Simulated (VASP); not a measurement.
Here is a VASP 6.6.1 calculation.

The input POSCAR:

```
NaScSe2
1.0
    4.0046071643      0.0000000000      0.0000000000
    0.0000000000      4.0046071643      0.0000000000
    0.0000000000      0.0000000000      5.4275684717
Na Se Sc
1 2 1
Direct
    0.0000000000      0.0000000000      0.0000000000
    0.0000000000      0.0000000000      0.5000000000
    0.5000000000      0.5000000000      0.0000000000
    0.5000000000      0.5000000000      0.5000000000
```

The input INCAR.step1:

```
SYSTEM = NaScSe2
PREC = Accurate
ENCUT = 520
ISMEAR = -1
SIGMA = 0.02
LREAL = .False.
LASPH = .True.
NELM = 80
NBANDS = 23
GGA = PE
ALGO = Normal
EDIFF = 1E-4
LWAVE = .True.
LCHARG = .False.
```

File INCAR.step2:

```
SYSTEM = NaScSe2
PREC = Accurate
ENCUT = 520
EDIFF = 1E-6
ISMEAR = -1
SIGMA = 0.02
LREAL = .False.
LASPH = .True.
NELM = 80
ALGO = Normal
ISIF = 2
LWAVE = .False.
LCHARG = .True.
METAGGA = R2SCAN
LMIXTAU = .True.
LELF = .True.
LVHAR = .True.
NBANDS = 23
ISTART = 1
```

The input KPOINTS:

```
Automatic mesh
0
Gamma
  6 6 6
  0 0 0
```

Potentials or basis: VASP PAW PBE potentials, release 64 (Na_pv, Se, Sc_sv).

Run with:

```console
$ cat potpaw_PBE.64/Na_pv/POTCAR potpaw_PBE.64/Se/POTCAR potpaw_PBE.64/Sc_sv/POTCAR > POTCAR
$ cp INCAR.step1 INCAR
$ mpirun -np 1 vasp_std > vasp.out
$ cp INCAR.step2 INCAR
$ mpirun -np 1 vasp_std > vasp.out
```

Problem. Estimate the band gap on the k mesh.

Solution. 0.18 eV.

Problem. Predict the pressure.

Solution. 0.1 GPa.

Stress tensor (GPa, compression positive):
```
0.01 0.00 0.00
0.00 0.01 0.00
0.00 0.00 0.14
```

Caveat: semilocal functionals underestimate gaps, and a narrow one can read as zero; the PAW data sets were made with another functional, which shifts forces and pressure a little. A k mesh can miss the band edges.
